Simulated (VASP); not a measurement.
A run of VASP 6.6.1:

The input INCAR:

```
SYSTEM = TiO2
ALGO = Normal ; EDIFF = 1E-6
ENCUT = 520 ; GGA = PE
ISIF = 2 ; ISMEAR = 0
LASPH = .TRUE. ; LCHARG = .FALSE.
LDAU = .TRUE. ; LDAUJ = 0 0
LDAUL = 2 -1 ; LDAUPRINT = 1
LDAUTYPE = 2 ; LDAUU = 4 0
LMAXMIX = 4 ; LREAL = .FALSE.
LWAVE = .FALSE. ; NBANDS = 33
NELM = 150 ; PREC = Accurate
SIGMA = 0.02
```

File KPOINTS:

```
k-points
0
G
  6 6 10
  0 0 0
```

The input POSCAR:

```
TiO2
1.0
    4.7795605100      0.0000000000      0.0000000000
    0.0000000000      4.7795605100      0.0000000000
    0.0000000000      0.0000000000      2.9520026715
Ti O
2 4
Direct
    0.5000000000      0.5000000000      0.0000000000
    0.0000000000      0.0000000000      0.5000000000
    0.6934621981      0.6934621981      0.5000000000
    0.8065378019      0.1934621981      0.0000000000
    0.1934621981      0.8065378019      0.0000000000
    0.3065378019      0.3065378019      0.5000000000
```

Potentials or basis: VASP PAW PBE potentials, release 64 (Ti_sv, O).

The run is started by

```console
$ cat potpaw_PBE.64/Ti_sv/POTCAR potpaw_PBE.64/O/POTCAR > POTCAR
$ mpirun -np 1 vasp_std > vasp.out
```

Hardware: 1 thread of AMD EPYC 9R45 96-Core Processor (Zen 5), with other jobs on the host.

Task: Estimate the wall time of this run.

Result: Run time: 58 s on 1 thread of AMD EPYC 9R45 96-Core Processor (Zen 5) (shared host), peak memory 0.21 GiB. Counts: scf iterations 16, k points 60.
